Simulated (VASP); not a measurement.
Set up this calculation in VASP 6.6.1, as the native input.

```
Task                   : single point
Functional             : PBE
Potentials or basis    : VASP PAW PBE potentials, release 64 (Be)
Cutoff                 : 520 eV
k mesh                 : 21 × 21 × 12
Occupations            : gaussian, width 0.1 eV
Spin                   : no spin polarisation
Dipole correction      : no
Further INCAR settings : ALGO = Normal; EDIFF = 1e-06; NBANDS = 9
```

The structure of Be lies in POSCAR:

```
Be
1.0
    2.2861348556      0.0000000000      0.0000000000
   -1.1430674278      1.9798508614      0.0000000000
    0.0000000000      0.0000000000      3.5988026386
Be
2
Direct
    0.3333333333      0.6666666667      0.2500000000
    0.6666666667      0.3333333333      0.7500000000
```

These files were run (other wordings do the same):

INCAR

```
SYSTEM = Be
PREC = Accurate ; ENCUT = 520
EDIFF = 1E-6 ; ISMEAR = 0
SIGMA = 0.1 ; LREAL = .FALSE.
LASPH = .TRUE. ; NELM = 80
ALGO = Normal ; ISIF = 2
LWAVE = .FALSE. ; LCHARG = .FALSE.
GGA = PE ; NBANDS = 9
```

KPOINTS

```
regular mesh
0
G
  21 21 12
  0 0 0
```

Potentials or basis: VASP PAW PBE potentials, release 64 (Be).

The run is started by

```console
$ cat potpaw_PBE.64/Be/POTCAR > POTCAR
$ mpirun -np 1 vasp_std > vasp.out
```

Results of the run:

* Pressure: -3.3 GPa
* Band gap on the k mesh: zero (bands 2 and 3 overlap by 2.06 eV)

Caveat: the cell stands under tension.

It took 18 s on 1 thread of Intel(R) Xeon(R) Platinum 8488C (Sapphire Rapids), with other jobs on the host, peak memory 0.15 GiB.
